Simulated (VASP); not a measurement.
# Pb: single point with PBE

Pb:

```xyz
1
Lattice="0.0000 2.5176 2.5176 2.5176 0.0000 2.5176 2.5176 2.5176 0.0000" Properties=species:S:1:pos:R:3 pbc="T T T"
Pb    0.0000    0.0000    0.0000
```

| Item | Value |
| --- | --- |
| Program | VASP 6.6.1 |
| Task | single point |
| Functional | PBE |
| Potentials or basis | VASP PAW PBE potentials, release 64 (Pb_d) |
| Cutoff | 520 eV |
| k mesh | 4 × 4 × 4 |
| Occupations | fermi-dirac, width 0.1 eV |
| Spin | no spin polarisation |
| Dipole correction | no |
| Further INCAR settings | ALGO = Normal; EDIFF = 1e-06; NBANDS = 13 |

The pressure is -0.2 GPa and the band gap on the k mesh is zero (band 7 reaches 13.73 eV, above the bottom of band 8 at 5.44 eV).

Levels at points of the mesh, in eV from the Fermi level:
```csv
k point,band 5,band 6,band 7,band 8,band 9,band 10
"(0.00, 0.00, 0.00)",-17.34,-11.82,6.62,6.62,6.62,9.34
"(0.50, 0.00, 0.00)",-17.22,-8.49,-4.35,4.90,4.90,8.63
"(0.50, 0.50, 0.00)",-17.20,-7.20,-3.47,1.60,1.60,4.83
```

Wall time 6.4 s on 1 thread of Intel(R) Xeon(R) Platinum 8488C (Sapphire Rapids), on a shared host, peak memory 0.15 GiB.

Caveat: the k points lie up to 0.54 Å⁻¹ apart; spin-orbit coupling is left out, which moves the levels of the heavy elements.
